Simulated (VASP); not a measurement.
Wanted: the native input for a VASP 6.6.1 run.

```
Task                   : single point
Functional             : LDA
Potentials or basis    : VASP PAW LDA potentials, release 64 (Re_sv_GW)
Cutoff                 : 500 eV
k mesh                 : 18 × 18 × 10
Occupations            : gaussian, width 0.05 eV
Spin                   : no spin polarisation
Dipole correction      : no
Further INCAR settings : ALGO = Normal; EDIFF = 1e-06; NBANDS = 22
```

The structure of Re lies in POSCAR:

```
Re
1.0
    2.7369828641      0.0000000000      0.0000000000
   -1.3684914321      2.3702966900      0.0000000000
    0.0000000000      0.0000000000      4.4172726528
Re
2
Direct
    0.3333333333      0.6666666667      0.7500000000
    0.6666666667      0.3333333333      0.2500000000
```

One way to write it, as run:

INCAR

```
ALGO = Normal ; EDIFF = 1E-6
ENCUT = 500 ; GGA = CA
GGA_COMPAT = False ; ISIF = 2
ISMEAR = 0 ; LASPH = True
LCHARG = False ; LREAL = False
LWAVE = False ; NBANDS = 22
NELM = 120 ; PREC = Accurate
SIGMA = 0.05
```

KPOINTS

```
k-points
0
Gamma
  18 18 10
```

Potentials or basis: VASP PAW LDA potentials, release 64 (Re_sv_GW).

Run with:

```console
$ cat potpaw_LDA.64/Re_sv_GW/POTCAR > POTCAR
$ mpirun -np 1 vasp_std > vasp.out
```

Results of the run:

The pressure is -0.9 GPa and the band gap on the k mesh is zero (bands 15 and 16 overlap by 3.46 eV).

Caveat: spin-orbit coupling is left out, which moves the levels of the heavy elements.

It took 52 s on 1 thread of Intel(R) Xeon(R) Platinum 8488C (Sapphire Rapids), with other jobs on the host, peak memory 0.22 GiB.
